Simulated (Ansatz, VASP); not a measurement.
# One calculation of YHf2O2, two programs

INCAR

```
PREC = Accurate
ENCUT = 520
EDIFF = 1E-6
ISMEAR = 0
SIGMA = 0.1
LREAL = False
LASPH = True
NELM = 60
ALGO = Normal
ISIF = 2
LWAVE = False
LCHARG = False
GGA = PE
NBANDS = 54
```

Contents of KPOINTS:

```
regular mesh
0
Gamma
  4 4 4
```

File POSCAR:

```
YHf2O2
1.0
    5.4501100200      0.0000000000      0.0000000000
    0.0000000000      5.4501100200      0.0000000000
    0.0000000000      0.0000000000      5.4501100200
Y Hf O
2 4 4
Direct
    0.0000000000      0.0000000000      0.0000000000
    0.5000000000      0.5000000000      0.5000000000
    0.7500000000      0.7500000000      0.7500000000
    0.2500000000      0.2500000000      0.7500000000
    0.2500000000      0.7500000000      0.2500000000
    0.7500000000      0.2500000000      0.2500000000
    0.2500000000      0.2500000000      0.2500000000
    0.7500000000      0.7500000000      0.2500000000
    0.7500000000      0.2500000000      0.7500000000
    0.2500000000      0.7500000000      0.7500000000
```

Input for Ansatz:

```yaml
crystal:
  lattice:
    - [5.45011002, 0.0, 0.0]
    - [0.0, 5.45011002, 0.0]
    - [0.0, 0.0, 5.45011002]
  atoms:
    - { symbol: "Y", position: [0.0, 0.0, 0.0] }
    - { symbol: "Y", position: [0.5, 0.5, 0.5] }
    - { symbol: Hf, position: [0.75, 0.75, 0.75] }
    - { symbol: Hf, position: [0.25, 0.25, 0.75] }
    - { symbol: Hf, position: [0.25, 0.75, 0.25] }
    - { symbol: Hf, position: [0.75, 0.25, 0.25] }
    - { symbol: O, position: [0.25, 0.25, 0.25] }
    - { symbol: O, position: [0.75, 0.75, 0.25] }
    - { symbol: O, position: [0.75, 0.25, 0.75] }
    - { symbol: O, position: [0.25, 0.75, 0.75] }
basis:
  ecutwfc: 420
kpoints:
  mp_grid: { grid: [4, 4, 4] }
hamiltonian:
  xc: pbe
scf:
  occupations: { method: gaussian, width: 0.1 }
  lower_state_search: "off"
output:
  forces: true
  stress: true
  eigenvalues: true
```

Alike in both runs: task single point; functional PBE; k mesh 4 × 4 × 4; occupations gaussian, width 0.1 eV; no spin polarisation.

|  | VASP | Ansatz |
| --- | --- | --- |
| version | VASP 6.6.1 | Ansatz 0.2.0 |
| potentials or method | VASP PAW PBE potentials, release 64 (Y_sv, Hf_pv, O), cutoff 520 eV | scalar-relativistic, plane waves, PAW |
| valence electrons in the cell | 86 | 150 |

```tsv
	VASP	Ansatz	Ansatz less VASP
gap on the k mesh at the Fermi level (eV)	none	none	-
pressure (GPa)	11.8	12.6	+0.82
```

A gap of «none» marks a metal or a gap that the smearing closes. With one functional, cell and mesh, what is left measures potentials, basis and numerics. VASP's potentials hold 86 valence electrons a cell and Ansatz's 150, so a difference there can come from the potentials and not from the codes.

Neither program's run includes spin-orbit coupling.
